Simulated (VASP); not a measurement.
Wanted: the native input for a VASP 6.6.1 run.

```
Task                   : single point
Functional             : LDA
Potentials or basis    : VASP PAW LDA potentials, release 64 (Sn_d, O)
Cutoff                 : 520 eV
k mesh                 : 6 × 6 × 10
Occupations            : gaussian, width 0.05 eV
Spin                   : no spin polarisation
Dipole correction      : no
Further INCAR settings : ALGO = Normal; EDIFF = 1e-06; NBANDS = 35
```

The structure of SnO2 lies in POSCAR:

```
SnO2
1.0
    4.7663915111      0.0000000000      0.0000000000
    0.0000000000      5.0631726396      0.0000000000
    0.0000000000      0.0000000000      3.4202869190
Sn O
2 4
Direct
    0.5000000000      0.5000000000      0.5000000000
    0.0000000000      0.0000000000      0.0000000000
    0.3080081786      0.3111196540      0.0000000000
    0.8080081786      0.1888803460      0.5000000000
    0.1919918214      0.8111196540      0.5000000000
    0.6919918214      0.6888803460      0.0000000000
```

One way to write it, as run:

INCAR

```
PREC = Accurate
ENCUT = 520
EDIFF = 1E-6
ISMEAR = 0
SIGMA = 0.05
LREAL = False
LASPH = True
NELM = 100
ALGO = Normal
ISIF = 2
LWAVE = False
LCHARG = False
GGA = CA
NBANDS = 35
```

KPOINTS

```
Automatic mesh
0
Gamma
  6 6 10
```

Potentials or basis: VASP PAW LDA potentials, release 64 (Sn_d, O).

The run is started by

```console
$ cat potpaw_LDA.64/Sn_d/POTCAR potpaw_LDA.64/O/POTCAR > POTCAR
$ mpirun -np 1 vasp_std > vasp.out
```

It gave:

```json
{
  "Pressure": "-22.0 GPa",
  "Largest force": "0.018 eV/Å",
  "Band gap on the k mesh": "0.08 eV (least direct gap 0.47 eV)"
}
```

Caveat: the cell stands under tension; spin-orbit coupling is left out, which moves the levels of the heavy elements.

Wall time 2.6 min on 1 thread of AMD EPYC 9R45 96-Core Processor (Zen 5), with other jobs on the host, peak memory 0.28 GiB.
